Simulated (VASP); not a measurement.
A run of VASP 6.6.1:

POSCAR

```
SiGe
1.0
    3.6328953111      0.0000000000      0.0000000000
   -1.8164476555      3.1461796287      0.0000000000
    0.0000000000      0.0000000000      6.0241091046
Si Ge
2 2
Direct
    0.6666666667      0.3333333333      0.8738834844
    0.3333333333      0.6666666667      0.3738834844
    0.6666666667      0.3333333333      0.5011155156
    0.3333333333      0.6666666667      0.0011155156
```

File INCAR.step1:

```
PREC = Accurate
ENCUT = 600
ISMEAR = 0
SIGMA = 0.02
LREAL = F
LASPH = T
NELM = 100
GGA = PE
ALGO = Normal
EDIFF = 1E-4
LWAVE = T
LCHARG = F
```

Contents of INCAR.step2:

```
PREC = Accurate
ENCUT = 600
EDIFF = 1E-6
ISMEAR = 0
SIGMA = 0.02
LREAL = F
LASPH = T
NELM = 100
ALGO = Normal
ISIF = 3
LWAVE = F
LCHARG = F
METAGGA = R2SCAN
LMIXTAU = T
IBRION = 2
NSW = 70
EDIFFG = -0.008
PSTRESS = 300.0
ISTART = 1
```

Contents of KPOINTS:

```
Automatic mesh
0
Gamma
  12 12 6
```

Potentials or basis: VASP PAW PBE potentials, release 64 (Si, Ge_d).

The run is started by

```console
$ cat potpaw_PBE.64/Si/POTCAR potpaw_PBE.64/Ge_d/POTCAR > POTCAR
$ cp INCAR.step1 INCAR
$ mpirun -np 1 vasp_std > vasp.out
$ cp INCAR.step2 INCAR
$ mpirun -np 1 vasp_std > vasp.out
```

Hardware: 1 thread of Oxide Virtual Turin-like Processor (shared host).

Question: Estimate the wall time of this run.

Answer: Run time: 71 min on 1 thread of Oxide Virtual Turin-like Processor, with other jobs on the host, peak memory 0.27 GiB. Counts: k points 76, ion steps 7.
